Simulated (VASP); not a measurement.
Set up this calculation in VASP 6.6.1, as the native input.

- Task: single point
- Functional: AM05
- Potentials or basis: VASP PAW PBE potentials, release 64 (Se, W_sv)
- Cutoff: 400 eV
- k mesh: 6 × 6 × 1
- Occupations: gaussian, width 0.03 eV
- Spin: no spin polarisation
- Tolerance level: standard
- Dipole correction: yes
- Purpose: a run that is hard to end
- Way: PBE orbitals, then all bands at once (ALGO All, ISEARCH 1)
- Further INCAR settings: ALGO = All; EDIFF = 1e-06; NELMDL = -8; ISIF = 0

The system is WSe2, a sheet with vacuum.

```
CELL_PARAMETERS angstrom
3.32763 0.00000 0.00000
-1.66381 -2.88181 0.00000
0.00000 0.00000 -19.36401
ATOMIC_POSITIONS crystal
Se 0.00000 0.00000 0.41314
Se 0.00000 0.00000 0.58686
W 0.66667 0.33333 0.50000
```

The input as run:

POSCAR

```
WSe2
1.0
    3.3276276689      0.0000000000      0.0000000000
   -1.6638138344     -2.8818100956      0.0000000000
    0.0000000000      0.0000000000    -19.3640059305
Se W
2 1
Direct
    0.0000000000      0.0000000000      0.4131376549
    0.0000000000      0.0000000000      0.5868623451
    0.6666666667      0.3333333333      0.5000000000
```

INCAR.step1

```
SYSTEM = WSe2
LDIPOL = .True.
IDIPOL = 3
DIPOL = 0.5 0.5 0.500
ISMEAR = 0
SIGMA = 0.03
LWAVE = .True.
LCHARG = .True.
ISIF = 0
NELM = 100
ALGO = Normal
PREC = Accurate
LASPH = .True.
LREAL = .False.
EDIFF = 1E-5
GGA_COMPAT = .False.
ENCUT = 400
EFERMI = MIDGAP
NELMDL = -8
GGA = PE
```

INCAR.step2

```
SYSTEM = WSe2
GGA = AM
LDIPOL = .True.
IDIPOL = 3
DIPOL = 0.5 0.5 0.500
ISMEAR = 0
SIGMA = 0.03
LWAVE = .False.
LCHARG = .False.
ISIF = 0
NELM = 100
ALGO = All
PREC = Accurate
LASPH = .True.
LREAL = .False.
EDIFF = 1E-6
GGA_COMPAT = .False.
ENCUT = 400
EFERMI = MIDGAP
NELMDL = -8
ISTART = 1
ISEARCH = 1
```

KPOINTS

```
k-points
0
Gamma
  6 6 1
```

Potentials or basis: VASP PAW PBE potentials, release 64 (Se, W_sv).

The run is started by

```bash
$ cat potpaw_PBE.64/Se/POTCAR potpaw_PBE.64/W_sv/POTCAR > POTCAR
$ cp INCAR.step1 INCAR
$ mpirun -np 1 vasp_std > vasp.out
$ cp INCAR.step2 INCAR
$ mpirun -np 1 vasp_std > vasp.out
```

It gave:

| Quantity | Value |
| --- | --- |
| Largest force | 0.573 eV/Å |
| Band gap on the k mesh | 1.52 eV |

Caveat: the PAW data sets were made with another functional, which shifts forces and pressure a little; spin-orbit coupling is left out, which moves the levels of the heavy elements.

It took 3.4 min on 1 thread of Intel(R) Xeon(R) Platinum 8259CL CPU @ 2.50GHz (Skylake/Cascade Lake) (shared host), peak memory 0.25 GiB.
